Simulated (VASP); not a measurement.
# Zr (Fm-3m) in VASP: further runs

The runs below take Zr through single point, with PBE.

Program: VASP 6.6.1. These are calculated values, not measurements. Logs are shortened: lines on timing, memory, paths and dates and some standing lists are left out, and cuts for length are marked.

### Step 1. The cell of the first run

It takes space group Fm-3m (No. 225, cubic). The conventional cell has a = 4.569 Å, b = 4.569 Å, c = 4.569 Å, α = 90.00°, β = 90.00°, γ = 90.00°. Within 4.3 Å of Zr (site symmetry m-3m) lie 12 Zr at 3.23 Å.

### Step 2. Single point, PBE

INCAR reads:

```
PREC = Accurate
ENCUT = 520
EDIFF = 1E-6
ISMEAR = 0
SIGMA = 0.1
LREAL = F
LASPH = T
NELM = 100
ALGO = Normal
ISIF = 2
LWAVE = F
LCHARG = F
GGA = PE
NBANDS = 12
```

KPOINTS reads:

```
regular mesh
0
Gamma
  9 9 9
```

POSCAR reads:

```
Zr
1.0
    0.0000000000      2.2846744556      2.2846744556
    2.2846744556      0.0000000000      2.2846744556
    2.2846744556      2.2846744556      0.0000000000
Zr
1
Direct
    0.0000000000      0.0000000000      0.0000000000
```

Potentials or basis: VASP PAW PBE potentials, release 64 (Zr_sv).

Launch:

```
$ cat potpaw_PBE.64/Zr_sv/POTCAR > POTCAR
$ mpirun -np 1 vasp_std > vasp.out
```

OUTCAR:

```text
PREC = Accurate
   ENCUT = 520
   EDIFF = 1E-6
   ISMEAR = 0
   LREAL = F
   LASPH = T
   NELM = 100
   ISIF = 2
   GGA = PE

 ion  position               nearest neighbor table
   1  0.000  0.000  0.000-

  LATTYP: Found a face centered cubic cell.
 ALAT       =     4.5693489112

  Lattice vectors:

 A1 = (   0.0000000000,   2.2846744556,   2.2846744556)
 A2 = (   2.2846744556,   0.0000000000,   2.2846744556)
 A3 = (   2.2846744556,   2.2846744556,   0.0000000000)

Analysis of symmetry for initial positions (statically):
=====================================================================
 Subroutine PRICEL returns:
 Original cell was already a primitive cell.

 Routine SETGRP: Setting up the symmetry group for a
 face centered cubic supercell.

 Subroutine GETGRP returns: Found 48 space group operations
 (whereof 48 operations were pure point group operations)
 out of a pool of 48 trial point group operations.

The static configuration has the point symmetry O_h .

Analysis of symmetry for dynamics (positions and initial velocities):
=====================================================================
 Subroutine PRICEL returns:
 Original cell was already a primitive cell.

 Routine SETGRP: Setting up the symmetry group for a
 face centered cubic supercell.

 Subroutine GETGRP returns: Found 48 space group operations
 (whereof 48 operations were pure point group operations)
 out of a pool of 48 trial point group operations.

The dynamic configuration has the point symmetry O_h .

 Subroutine INISYM returns: Found 48 space group operations
 (whereof 48 operations are pure point group operations),
 and found     1 'primitive' translations

----------------------------------------------------------------------------------------

                                     Primitive cell

  volume of cell :      23.8508

  direct lattice vectors                    reciprocal lattice vectors
     0.000000000  2.284674456  2.284674456    -0.218849560  0.218849560  0.218849560
     2.284674456  0.000000000  2.284674456     0.218849560 -0.218849560  0.218849560
     2.284674456  2.284674456  0.000000000     0.218849560  0.218849560 -0.218849560

  length of vectors
     3.231017601  3.231017601  3.231017601     0.379058558  0.379058558  0.379058558

  position of ions in fractional coordinates (direct lattice)
     0.000000000  0.000000000  0.000000000
[... 81 lines left out ...]
   NFREE  =      0    steps in history (QN), initial steepest desc. (CG)
   ISIF   =      2    stress and relaxation
   ISYM   =      2    0-nonsym 1-usesym 2-fastsym
   POTIM  = 0.5000    time-step for ionic-motion
   TEBEG  =    0.0;   TEEND  =   0.0 temperature during run
   PSTRESS=    0.0 pullay stress
   NELECT =      12.0000    total number of electrons
   NUPDOWN=      -1.0000    fix difference up-down
   EMIN   =  10.00;   EMAX   =-10.00  energy-range for DOS
   EFERMI =   0.00;   METHOD = LEGACY
   ISMEAR =     0;   SIGMA  =   0.10  broadening in eV -4-tet -1-fermi 0-gaus
   EFERMI_NEDOS =   21; number of points for ismear=-14 and -15
   IALGO  =     38    algorithm
   IMIX   =      4    mixing-type and parameters
     AMIX     =   0.40;   BMIX     =  1.00
     AMIX_MAG =   1.60;   BMIX_MAG =  1.00
  volume/ion in A,a.u.               =      23.85       160.95
  Fermi-wavevector in a.u.,A,eV,Ry     =   1.302070  2.460555 23.067123  1.695386
  Thomas-Fermi vector in A             =   2.433162
   LORBIT       =      0    0 simple, 1 ext, 2 COOP (PROOUT), +10 PAW based schemes
   GGA     = PE    functional components
   LHFCALC =     F    Hartree Fock is set to
   AEXX    =    0.0000 exact exchange contribution
   IVDW    =     0    specifies the selected vdW correction
   LEPSILON=     F    determine dielectric tensor
   LRPA    =     F    only Hartree local field effects (RPA)
 non-spin polarized calculation
 Gauss-broadening in eV      SIGMA  =   0.10
  energy-cutoff  :      520.00
  volume of cell :       23.85
 maximum number of plane-waves:       652
   NGX = 13   NGY = 13   NGZ = 13

 number of electron      12.0000000 magnetization

 Free energy of the ion-electron system (eV)
  ---------------------------------------------------
  ext. energy  EPLUGINS =         0.00000000
  ---------------------------------------------------
  free energy    TOTEN  =        -8.47214133 eV

  energy without entropy =       -8.46023128  energy(sigma->0) =       -8.46618631

 E-fermi :   8.6707     XC(G=0): -10.9730

 val. band max:        8.6585783876   @ k =  -0.3333   0.1111   0.0000
 cond. band min:       8.6722064786   @ k =  -0.3333   0.3333   0.1111
 fundamental gap:      0.0136280910
 Fermi energy:         8.6706557896

 k-point     1 :       0.0000    0.0000    0.0000
  band No.  band energies     occupation
      1     -40.1329      2.00000
      2     -17.6816      2.00000
      3     -17.6816      2.00000
      4     -17.6816      2.00000
      5       3.1132      2.00000
      6       9.5938      0.00000
      7       9.5938      0.00000
      8       9.5938      0.00000
      9      11.9283      0.00000
     10      11.9283      0.00000
     11      19.0712      0.00000
     12      23.1480      0.00000
[... 331 lines left out ...]
 k-point    24 :       0.4444    0.4444    0.0000
  band No.  band energies     occupation
      1     -39.9700      2.00000
      2     -18.4871      2.00000
      3     -17.9873      2.00000
      4     -17.9873      2.00000
      5       5.7879      2.00000
      6       6.5909      2.00000
      7      11.1685      0.00000
      8      13.5869      0.00000
      9      13.7830      0.00000
     10      13.7830      0.00000
     11      18.6953      0.00000
     12      18.6953      0.00000

 [... further k-points ...]

------------------------ aborting loop because EDIFF is reached ----------------------------------------

  FORCE on cell =-STRESS in cart. coord.  units (eV):
  Direction    XX          YY          ZZ          XY          YZ          ZX
  --------------------------------------------------------------------------------------
  -------------------------------------------------------------------------------------
  Total       -0.3178878     -0.3178878     -0.3178878      0.0000000     -0.0000000      0.0000000
  in kB      -21.3541098    -21.3541098    -21.3541098      0.0000000     -0.0000000      0.0000000
  external PRESSURE =     -21.3541098 kB  Pullay stress =       0.0000000 kB

 VOLUME and BASIS-vectors are now :
 -----------------------------------------------------------------------------
  energy-cutoff  :      520.00
  volume of cell :       23.85
      direct lattice vectors                 reciprocal lattice vectors
     0.000000000  2.284674456  2.284674456    -0.218849560  0.218849560  0.218849560
     2.284674456  0.000000000  2.284674456     0.218849560 -0.218849560  0.218849560
     2.284674456  2.284674456  0.000000000     0.218849560  0.218849560 -0.218849560

 POSITION                                       TOTAL-FORCE (eV/Angst)
 -----------------------------------------------------------------------------------
      0.00000      0.00000      0.00000         0.000000      0.000000      0.000000
 -----------------------------------------------------------------------------------
    total drift:                               -0.000000      0.000000     -0.000000

  FREE ENERGIE OF THE ION-ELECTRON SYSTEM (eV)
  ---------------------------------------------------
  free  energy   TOTEN  =        -8.4721413329 eV

  energy  without entropy=       -8.4602312831  energy(sigma->0) =       -8.46618631
```

OSZICAR:

```text
N       E                     dE             d eps       ncg     rms          rms(c)
DAV:   1     0.847545032234E+02    0.84755E+02   -0.69714E+03   840   0.995E+02
DAV:   2    -0.586206869055E+01   -0.90617E+02   -0.88147E+02   964   0.264E+02
DAV:   3    -0.876802865003E+01   -0.29060E+01   -0.28730E+01  1256   0.399E+01
DAV:   4    -0.882809150286E+01   -0.60063E-01   -0.60030E-01   960   0.566E+00
DAV:   5    -0.882988838937E+01   -0.17969E-02   -0.17969E-02  1216   0.709E-01    0.966E+00
DAV:   6    -0.852461373699E+01    0.30527E+00   -0.40191E-01   900   0.582E+00    0.377E+00
DAV:   7    -0.846908269774E+01    0.55531E-01   -0.20681E-01   988   0.398E+00    0.723E-01
DAV:   8    -0.847216271560E+01   -0.30800E-02   -0.12815E-02  1004   0.128E+00    0.102E-01
DAV:   9    -0.847215156464E+01    0.11151E-04   -0.44483E-04  1040   0.189E-01    0.220E-02
DAV:  10    -0.847214538717E+01    0.61775E-05   -0.16805E-05  1008   0.412E-02    0.704E-03
DAV:  11    -0.847214148438E+01    0.39028E-05   -0.15082E-06   868   0.109E-02    0.101E-03
DAV:  12    -0.847214133291E+01    0.15147E-06   -0.12810E-07   492   0.248E-03
   1 F= -.84721413E+01 E0= -.84661863E+01  d E =-.119100E-01
```

Wall time 11 s (1 thread of Intel Xeon 8259CL, shared host); peak memory 0.14 GiB.

What came out:

```
Free energy            : -8.4721 eV
Pressure               : -2.1 GPa
Band gap on the k mesh : zero (band 6 reaches 9.59 eV, above the bottom of band 7 at 8.07 eV)
```

Levels at points of the mesh, in eV from the Fermi level:
```
           k point  band 4  band 5  band 6  band 7  band 8  band 9
(0.00, 0.00, 0.00)  -26.35   -5.56    0.92    0.92    0.92    3.26
```

### Step 3. Single point, PBE

This run uses another cell than the first one, of 24.54 Å³/atom, 1.029 times its volume.

INCAR reads:

```
SYSTEM = Zr
  ALGO = Normal
  EDIFF = 1E-6
  ENCUT = 520
  GGA = PE
  ISIF = 2
  ISMEAR = 0
  LASPH = .True.
  LCHARG = .False.
  LREAL = .False.
  LWAVE = .False.
  NBANDS = 12
  NELM = 60
  PREC = Accurate
  SIGMA = 0.1
```

KPOINTS reads:

```
k-points
0
Gamma
  9 9 9
  0 0 0
```

POSCAR reads:

```
Zr
1.0
    0.0000000000      2.3064345696      2.3064345696
    2.3064345696      0.0000000000      2.3064345696
    2.3064345696      2.3064345696      0.0000000000
Zr
1
Direct
    0.0000000000      0.0000000000      0.0000000000
```

Potentials or basis: VASP PAW PBE potentials, release 64 (Zr_sv).

Launch:

```
$ cat potpaw_PBE.64/Zr_sv/POTCAR > POTCAR
$ mpirun -np 1 vasp_std > vasp.out
```

It took 11 s on 1 thread of Intel Xeon 8259CL, shared host; peak memory 0.14 GiB.

The run converged. Its results:

```yaml
Free_energy: -8.4583 eV
Pressure: -4.4 GPa
Band_gap_on_the_k_mesh: zero (band 6 reaches 9.27 eV, above the bottom of band 7 at 7.78 eV)
```

Levels at points of the mesh, in eV from the Fermi level:
| k point | band 2 | band 3 | band 4 | band 5 | band 6 | band 7 | band 8 | band 9 | band 10 | band 11 |
| --- | --- | --- | --- | --- | --- | --- | --- | --- | --- | --- |
| (0.00, 0.00, 0.00) | -26.44 | -26.44 | -26.44 | -5.49 | 0.92 | 0.92 | 0.92 | 3.17 | 3.17 | 10.35 |
